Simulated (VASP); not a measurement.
A run of VASP 6.6.1 is set up as follows.

INCAR

```
SYSTEM = RbBr
ALGO = Normal
EDIFF = 1E-7
ENCUT = 520
GGA = CA
ISIF = 2
ISMEAR = 0
LASPH = .TRUE.
LCHARG = .FALSE.
LREAL = .FALSE.
LWAVE = .FALSE.
NBANDS = 15
NELM = 60
PREC = Accurate
SIGMA = 0.01
```

KPOINTS

```
k-points
0
G
  4 4 4
  0 0 0
```

The input POSCAR:

```
RbBr
1.0
    4.1242529966      0.0000000000      0.0000000000
    0.0000000000      4.1242529966      0.0000000000
    0.0000000000      0.0000000000      4.1242529966
Rb Br
1 1
Direct
    0.0000000000      0.0000000000      0.0000000000
    0.5000000000      0.5000000000      0.5000000000
```

Potentials or basis: VASP PAW LDA potentials, release 64 (Rb_sv, Br).

Launch:

```console
$ cat potpaw_LDA.64/Rb_sv/POTCAR potpaw_LDA.64/Br/POTCAR > POTCAR
$ mpirun -np 1 vasp_std > vasp.out
```

Problem. Predict the pressure.

Solution. -1.9 GPa.

Problem. What does it give for the band gap on the k mesh?

Solution. 3.69 eV (least direct gap 3.85 eV).

A k mesh can miss the band edges.
